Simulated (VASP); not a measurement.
A run of VASP 6.6.1 is set up as follows.

The input INCAR:

```
PREC = Accurate
ENCUT = 600
EDIFF = 1E-6
ISMEAR = -1
SIGMA = 0.05
LREAL = False
LASPH = True
NELM = 200
ALGO = Normal
ISIF = 2
LWAVE = False
LCHARG = False
ISPIN = 2
MAGMOM = 0 0 2 2 2 0 0 0 0 0 0 0 0 0 0 0 0 0 0 0 0 0
LORBIT = 11
LMAXMIX = 4
LDAU = True
LDAUTYPE = 2
LDAUL = -1 2 -1 -1
LDAUU = 0 4 0 0
LDAUJ = 0 0 0 0
LDAUPRINT = 1
GGA = PE
NBANDS = 119
GGA_COMPAT = False
KPAR = 4
```

The input KPOINTS:

```
regular mesh
0
Gamma
  4 4 4
```

File POSCAR:

```
Ba2Tl5V3O12
1.0
    4.2369800000      2.4462200000      6.1284000000
   -4.2369800000      2.4462200000      6.1284000000
    0.0000000000     -4.8924400000      6.1284000000
Ba V Tl O
2 3 5 12
Direct
    0.5000000000      0.5000000000      0.5000000000
    0.0000000000      0.0000000000      0.0000000000
    0.5000000000      0.5000000000      0.0000000000
    0.0000000000      0.5000000000      0.5000000000
    0.5000000000      0.0000000000      0.5000000000
    0.0000000000      0.0000000000      0.5000000000
    0.5000000000      0.0000000000      0.0000000000
    0.0000000000      0.5000000000      0.0000000000
    0.7404500000      0.7404500000      0.7404500000
    0.2595500000      0.2595500000      0.2595500000
    0.7165200000      0.0808900000      0.4124200000
    0.4124200000      0.7165200000      0.0808900000
    0.0808900000      0.4124200000      0.7165200000
    0.5875700000      0.9191100000      0.2834800000
    0.9191100000      0.2834800000      0.5875700000
    0.2834800000      0.5875700000      0.9191100000
    0.2834800000      0.9191100000      0.5875700000
    0.5875700000      0.2834800000      0.9191100000
    0.9191100000      0.5875700000      0.2834800000
    0.4124200000      0.0808900000      0.7165200000
    0.0808900000      0.7165200000      0.4124200000
    0.7165200000      0.4124200000      0.0808900000
```

Potentials or basis: VASP PAW PBE potentials, release 64 (Ba_sv, V_sv, Tl_d, O).

Launch:

```console
$ cat potpaw_PBE.64/Ba_sv/POTCAR potpaw_PBE.64/V_sv/POTCAR potpaw_PBE.64/Tl_d/POTCAR potpaw_PBE.64/O/POTCAR > POTCAR
$ mpirun -np 4 vasp_std > vasp.out
```

Q: Estimate the largest force.

A: 0.624 eV/Å.

Q: Predict the site moments.

A: Ba +0.00; V -0.64; Tl +0.01, +0.00 (each value once); O +0.05 μB.

Q: Estimate the pressure.

A: 2.0 GPa.

Stress tensor (GPa, compression positive):
```
1.61 0.00 0.00
0.00 1.61 0.00
0.00 0.00 2.66
```

 The state reached can hang on the start; a lower one may exist.
